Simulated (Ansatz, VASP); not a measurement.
**Sr: VASP beside Ansatz**

```
CELL_PARAMETERS angstrom
4.31000 0.00000 0.00000
-2.15500 3.73257 0.00000
0.00000 0.00000 7.05000
ATOMIC_POSITIONS crystal
Sr 0.33333 0.66667 0.25000
Sr 0.66667 0.33333 0.75000
```

Alike in both runs: task single point; functional PBE; dispersion D3(BJ); k mesh 6 × 6 × 2; no spin polarisation.

|  | VASP | Ansatz |
| --- | --- | --- |
| version | VASP 6.6.1 | Ansatz 0.2.0 |
| potentials or method | VASP PAW PBE potentials, release 64 (Sr_sv), cutoff 520 eV | scalar-relativistic, plane waves, PAW |
| occupations | fermi-dirac, width 0.25852 eV | fermi-dirac |
| valence electrons in the cell | 20 | 20 |

|  | VASP | Ansatz | Ansatz less VASP |
| --- | --- | --- | --- |
| gap on the k mesh at the Fermi level (eV) | none | none | - |
| pressure (GPa) | -0.8 | -0.8 | -0.01 |
| traceless stress, the component that is largest in VASP (GPa) | -0.17 | -0.17 | +0.002 |

A gap of «none» marks a metal or a gap that the smearing closes.

The k mesh is coarse, so the values compare programs but aren't converged.
